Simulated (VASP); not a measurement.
# LiF (P6_3mc) in VASP: notebook

LiF is run at these levels: LDA; tasks: single point.

Program: VASP 6.6.1. These are calculated values, not measurements. Logs are shortened: lines on timing, memory, paths and dates and some standing lists are left out, and cuts for length are marked.

**1. The cell of the first run**

The structure is hexagonal, space group P6_3mc (No. 186). The conventional cell has a = 2.998 Å, b = 2.998 Å, c = 4.758 Å, α = 90.00°, β = 90.00°, γ = 120.00°. Li (site symmetry 3m) has 4 F at 1.79 to 1.91 Å within 2.4 Å. Within 2.4 Å of F (site symmetry 3m) lie 4 Li at 1.79 to 1.91 Å.

**2. Single point, LDA (c/a of the conventional cell at fixed volume 1.5868)**

INCAR reads:

```
SYSTEM = LiF
PREC = Accurate ; ENCUT = 520
EDIFF = 1E-6 ; ISMEAR = 0
SIGMA = 0.05 ; LREAL = .FALSE.
LASPH = .TRUE. ; NELM = 80
ALGO = Normal ; ISIF = 2
LWAVE = .FALSE. ; LCHARG = .TRUE.
LELF = .TRUE. ; LVHAR = .TRUE.
NBANDS = 18
```

KPOINTS reads:

```
regular mesh
0
G
  9 9 6
  0 0 0
```

POSCAR reads:

```
LiF
1.0
    2.9984347243      0.0000000000      0.0000000000
   -1.4992173621      2.5967206428      0.0000000000
    0.0000000000      0.0000000000      4.7579162205
Li F
2 2
Direct
    0.3333333333      0.6666666667      0.3933365971
    0.6666666667      0.3333333333      0.8933365971
    0.3333333333      0.6666666667      0.9910195924
    0.6666666667      0.3333333333      0.4910195924
```

Potentials or basis: VASP PAW LDA potentials, release 64 (Li_sv, F).

The run is started by

```bash
> cat potpaw_LDA.64/Li_sv/POTCAR potpaw_LDA.64/F/POTCAR > POTCAR
> mpirun -np 1 vasp_std > vasp.out
```

OUTCAR:

```text
SYSTEM = LiF
   PREC = Accurate
   ENCUT = 520
   EDIFF = 1E-6
   ISMEAR = 0
   LREAL = .FALSE.
   LASPH = .TRUE.
   NELM = 80
   ISIF = 2

 ion  position               nearest neighbor table
   1  0.333  0.667  0.393-   4 1.79   4 1.79   4 1.79   3 1.91
   2  0.667  0.333  0.893-   3 1.79   3 1.79   3 1.79   4 1.91
   3  0.333  0.667  0.991-   2 1.79   2 1.79   2 1.79   1 1.91
   4  0.667  0.333  0.491-   1 1.79   1 1.79   1 1.79   2 1.91

  LATTYP: Found a hexagonal cell.
 ALAT       =     2.9984347243
 C/A-ratio  =     1.5868000000

  Lattice vectors:

 A1 = (   2.9984347243,   0.0000000000,   0.0000000000)
 A2 = (  -1.4992173621,   2.5967206428,   0.0000000000)
 A3 = (   0.0000000000,   0.0000000000,   4.7579162205)

Analysis of symmetry for initial positions (statically):
=====================================================================
 Subroutine PRICEL returns:
 Original cell was already a primitive cell.

 Routine SETGRP: Setting up the symmetry group for a
 hexagonal supercell.

 Subroutine GETGRP returns: Found 12 space group operations
 (whereof  6 operations were pure point group operations)
 out of a pool of 24 trial point group operations.

The static configuration has the point symmetry C_3v.
 The point group associated with its full space group is C_6v.

Analysis of symmetry for dynamics (positions and initial velocities):
=====================================================================
 Subroutine PRICEL returns:
 Original cell was already a primitive cell.

 Routine SETGRP: Setting up the symmetry group for a
 hexagonal supercell.

 Subroutine GETGRP returns: Found 12 space group operations
 (whereof  6 operations were pure point group operations)
 out of a pool of 24 trial point group operations.

The dynamic configuration has the point symmetry C_3v.
 The point group associated with its full space group is C_6v.

 Subroutine INISYM returns: Found 12 space group operations
 (whereof  6 operations are pure point group operations),
 and found     1 'primitive' translations

----------------------------------------------------------------------------------------

                                     Primitive cell

  volume of cell :      37.0456

  direct lattice vectors                    reciprocal lattice vectors
     2.998434724  0.000000000  0.000000000     0.333507344  0.192550555  0.000000000
    -1.499217362  2.596720643  0.000000000     0.000000000  0.385101109  0.000000000
     0.000000000  0.000000000  4.757916221     0.000000000  0.000000000  0.210176042

  length of vectors
     2.998434724  2.998434724  4.757916221     0.385101109  0.385101109  0.210176042

[... 83 lines left out ...]
   NELM   =     80;   NELMIN=  2; NELMDL= -5     # of ELM steps
   EDIFF  = 0.1E-05   stopping-criterion for ELM
   LREAL  =      F    real-space projection
   EDIFFG = 0.1E-04   stopping-criterion for IOM
   NSW    =      0    number of steps for IOM
   IBRION =     -1    ionic relax: 0-MD 1-quasi-New 2-CG
   NFREE  =      0    steps in history (QN), initial steepest desc. (CG)
   ISIF   =      2    stress and relaxation
   ISYM   =      2    0-nonsym 1-usesym 2-fastsym
   POTIM  = 0.5000    time-step for ionic-motion
   TEBEG  =    0.0;   TEEND  =   0.0 temperature during run
   PSTRESS=    0.0 pullay stress
   NELECT =      20.0000    total number of electrons
   NUPDOWN=      -1.0000    fix difference up-down
   EMIN   =  10.00;   EMAX   =-10.00  energy-range for DOS
   EFERMI =   0.00;   METHOD = LEGACY
   ISMEAR =     0;   SIGMA  =   0.05  broadening in eV -4-tet -1-fermi 0-gaus
   EFERMI_NEDOS =   21; number of points for ismear=-14 and -15
   IALGO  =     38    algorithm
   IMIX   =      4    mixing-type and parameters
     AMIX     =   0.40;   BMIX     =  1.00
     AMIX_MAG =   1.60;   BMIX_MAG =  1.00
  volume/ion in A,a.u.               =       9.26        62.50
  Fermi-wavevector in a.u.,A,eV,Ry     =   1.333028  2.519058 24.177060  1.776964
  Thomas-Fermi vector in A             =   2.461918
   LORBIT       =      0    0 simple, 1 ext, 2 COOP (PROOUT), +10 PAW based schemes
   GGA     = CA    functional components
   LHFCALC =     F    Hartree Fock is set to
   AEXX    =    0.0000 exact exchange contribution
   IVDW    =     0    specifies the selected vdW correction
   LEPSILON=     F    determine dielectric tensor
   LRPA    =     F    only Hartree local field effects (RPA)
 non-spin polarized calculation
 Gauss-broadening in eV      SIGMA  =   0.05
  energy-cutoff  :      520.00
  volume of cell :       37.05
 maximum number of plane-waves:      1020
 NGX is ok and might be reduce to    24
   NGX = 11   NGY = 11   NGZ = 17

 number of electron      20.0000029 magnetization

 Free energy of the ion-electron system (eV)
  ---------------------------------------------------
  ext. energy  EPLUGINS =         0.00000000
  ---------------------------------------------------
  free energy    TOTEN  =       -20.78491404 eV

  energy without entropy =      -20.78491404  energy(sigma->0) =      -20.78491404

 E-fermi :  -2.0561     XC(G=0):  -9.8678

 val. band max:       -2.3677494713   @ k =   0.0000   0.0000   0.0000
 cond. band min:       5.4349926132   @ k =   0.0000   0.0000   0.0000
 fundamental gap:      7.8027420846
 Fermi energy:        -2.0561139170

 k-point     1 :       0.0000    0.0000    0.0000
  band No.  band energies     occupation
      1     -41.5681      2.00000
      2     -41.5086      2.00000
      3     -21.5631      2.00000
      4     -21.2590      2.00000
      5      -4.9460      2.00000
      6      -2.9737      2.00000
[... 481 lines left out ...]
      5      -4.7656      2.00000
      6      -3.7722      2.00000
[... 10 lines left out ...]
     17      16.2276      0.00000
     18      19.3231      0.00000

 [... further k-points ...]
[... 5 lines left out ...]
  --------------------------------------------------------------------------------------
  -------------------------------------------------------------------------------------
  Total        0.4598271      0.4598271     -0.7839857      0.0000000      0.0000000      0.0000000
  in kB       19.8869644     19.8869644    -33.9064338      0.0000000      0.0000000      0.0000000
  external PRESSURE =       1.9558317 kB  Pullay stress =       0.0000000 kB

 VOLUME and BASIS-vectors are now :
 -----------------------------------------------------------------------------
  energy-cutoff  :      520.00
  volume of cell :       37.05
      direct lattice vectors                 reciprocal lattice vectors
     2.998434724  0.000000000  0.000000000     0.333507344  0.192550555  0.000000000
    -1.499217362  2.596720643  0.000000000     0.000000000  0.385101109  0.000000000
     0.000000000  0.000000000  4.757916221     0.000000000  0.000000000  0.210176042

 POSITION                                       TOTAL-FORCE (eV/Angst)
 -----------------------------------------------------------------------------------
     -0.00000      1.73115      1.87146         0.000000      0.000000     -0.241472
      1.49922      0.86557      4.25042         0.000000     -0.000000     -0.241472
     -0.00000      1.73115      4.71519        -0.000000      0.000000      0.241472
      1.49922      0.86557      2.33623         0.000000      0.000000      0.241472
 -----------------------------------------------------------------------------------
    total drift:                               -0.000000     -0.000000      0.002420

  FREE ENERGIE OF THE ION-ELECTRON SYSTEM (eV)
  ---------------------------------------------------
  free  energy   TOTEN  =       -20.7849140399 eV

  energy  without entropy=      -20.7849140399  energy(sigma->0) =      -20.78491404
```

Run time: 23 s. Hardware: 1 thread of Intel Xeon Platinum 8488C (Sapphire Rapids), shared host; peak memory 0.14 GiB.

Results:

```yaml
Free_energy: -20.7849 eV
Largest_force: 0.241 eV/Å
Band_gap_on_the_k_mesh: 7.80 eV, direct
```

Forces in eV/Å, atoms in the order of the input:
```
Li   0.000  0.000 -0.241
Li   0.000  0.000 -0.241
F    0.000  0.000  0.241
F    0.000  0.000  0.241
```

Caveat: the cutoff is under 1.25 times the usual one of these potentials, so pressure, stress and relaxed cells hold a basis-set (Pulay) error. A k mesh can miss the band edges.

**3. Single point, LDA (c/a of the conventional cell at fixed volume 1.4884)**

INCAR reads:

```
SYSTEM = LiF
  PREC = Accurate
  ENCUT = 520
  EDIFF = 1E-6
  ISMEAR = 0
  SIGMA = 0.05
  LREAL = .FALSE.
  LASPH = .TRUE.
  NELM = 60
  ALGO = Normal
  ISIF = 2
  LWAVE = .FALSE.
  LCHARG = .TRUE.
  GGA = CA
  LELF = .TRUE.
  LVHAR = .TRUE.
  NBANDS = 18
```

KPOINTS is that of step 2.

POSCAR reads:

```
LiF
1.0
    3.0631065845      0.0000000000      0.0000000000
   -1.5315532922      2.6527281167      0.0000000000
    0.0000000000      0.0000000000      4.5591278403
Li F
2 2
Direct
    0.3333333333      0.6666666667      0.3371874601
    0.6666666667      0.3333333333      0.8371874601
    0.3333333333      0.6666666667      0.9910195924
    0.6666666667      0.3333333333      0.4910195924
```

Potentials or basis: VASP PAW LDA potentials, release 64 (Li_sv, F).

The run is started by

```bash
> cat potpaw_LDA.64/Li_sv/POTCAR potpaw_LDA.64/F/POTCAR > POTCAR
> mpirun -np 1 vasp_std > vasp.out
```

It took 21 s on 1 thread of Intel Xeon Platinum 8488C (Sapphire Rapids), shared host; peak memory 0.14 GiB.

The run converged. Its results:

```yaml
Free_energy: -20.4065 eV
Largest_force: 2.058 eV/Å
Band_gap_on_the_k_mesh: 7.88 eV, direct
```

Forces on the atoms (eV/Å):
```
Li   0.000  0.000  2.058
Li   0.000  0.000  2.058
F    0.000  0.000 -2.058
F    0.000  0.000 -2.058
```

Levels at points of the mesh, in eV from the valence-band top:
```tsv
k point	band 8	band 9	band 10	band 11	band 12	band 13
(0.00, 0.00, 0.00)	-0.12	0.00	0.00	7.88	12.49	15.82
(0.00, 0.00, 0.50)	-0.24	-0.24	-0.24	9.51	9.51	18.75
```

Caveat: the cutoff is under 1.25 times the usual one of these potentials, so pressure, stress and relaxed cells hold a basis-set (Pulay) error; forces of over 1 eV/Å act on the atoms, so gaps and moduli don't describe the material at rest.

(Part 1 of 2 ends here.)
